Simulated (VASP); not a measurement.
A run of VASP 6.6.1:

The input INCAR:

```
SYSTEM = K
PREC     = Accurate       ! precision mode
ENCUT    = 520            ! plane-wave cutoff, eV
EDIFF    = 1E-6           ! SCF threshold, eV
ISMEAR   = -1             ! smearing method
SIGMA    = 0.1            ! smearing width, eV
LREAL    = .FALSE.        ! projectors in reciprocal space
LASPH    = .TRUE.         ! aspherical terms in the spheres
NELM     = 80             ! most SCF steps
ALGO     = Normal         ! electronic algorithm
ISIF     = 2              ! what is computed and relaxed
LWAVE    = .FALSE.        ! write WAVECAR
LCHARG   = .FALSE.        ! write CHGCAR
GGA      = PS             ! functional
NBANDS   = 26             ! bands
```

KPOINTS

```
regular mesh
0
G
  8 8 2
  0 0 0
```

POSCAR

```
K
1.0
    4.6549393048      0.0000000000      0.0000000000
   -2.3274696524      4.0312956910      0.0000000000
    0.0000000000      0.0000000000     15.2030317694
K
4
Direct
    0.0000000000      0.0000000000      0.0000000000
    0.0000000000      0.0000000000      0.5000000000
    0.3333333333      0.6666666667      0.2500000000
    0.6666666667      0.3333333333      0.7500000000
```

Potentials or basis: VASP PAW PBE potentials, release 64 (K_sv).

Run with:

```bash
$ cat potpaw_PBE.64/K_sv/POTCAR > POTCAR
$ mpirun -np 1 vasp_std > vasp.out
```

Hardware: 1 thread of Intel(R) Xeon(R) 6975P-C (Granite Rapids) (shared host).

Problem. Estimate the wall time of this run.

Solution. Wall time 53 s on 1 thread of Intel(R) Xeon(R) 6975P-C (Granite Rapids), on a shared host, peak memory 0.42 GiB. Counts: scf iterations 13, k points 20.
